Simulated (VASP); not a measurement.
Wanted: the native input for a VASP 6.6.1 run.

* Task: single point
* Functional: PBE
* Potentials or basis: VASP PAW PBE potentials, release 64 (Os)
* Cutoff: 520 eV
* k mesh: 8 × 8 × 4
* Occupations: gaussian, width 0.1 eV
* Spin: no spin polarisation
* Dipole correction: no
* Further INCAR settings: ALGO = Normal; EDIFF = 1e-06; NBANDS = 10

The structure of Os lies in POSCAR:

```
Os
1.0
    2.1075628400      0.0000000000      0.0000000000
    0.0000000000      2.1075628400      0.0000000000
    0.0000000000      0.0000000000      6.2909272500
Os
1
Direct
    0.0000000000      0.0000000000      0.5000000000
```

The cell was built from a structure type or drawn by symmetry, and may not be a known phase.

One way to write it, as run:

INCAR

```
SYSTEM = Os
PREC = Accurate
ENCUT = 520
EDIFF = 1E-6
ISMEAR = 0
SIGMA = 0.1
LREAL = .False.
LASPH = .True.
NELM = 60
ALGO = Normal
ISIF = 2
LWAVE = .False.
LCHARG = .False.
GGA = PE
NBANDS = 10
```

KPOINTS

```
regular mesh
0
Gamma
  8 8 4
  0 0 0
```

Potentials or basis: VASP PAW PBE potentials, release 64 (Os).

Run with:

```bash
$ cat potpaw_PBE.64/Os/POTCAR > POTCAR
$ mpirun -np 1 vasp_std > vasp.out
```

Results of the run:

```yaml
Pressure: 88.0 GPa
Band_gap_on_the_k_mesh: zero (bands 4 and 5 overlap by 3.79 eV)
```

Caveat: the k points lie up to 0.37 Å⁻¹ apart, too coarse for converged energies and pressures of a metal; spin-orbit coupling is left out, which moves the levels of the heavy elements.

Wall time 3.4 s on 1 thread of Intel(R) Xeon(R) 6975P-C (Granite Rapids), on a shared host, peak memory 0.14 GiB.
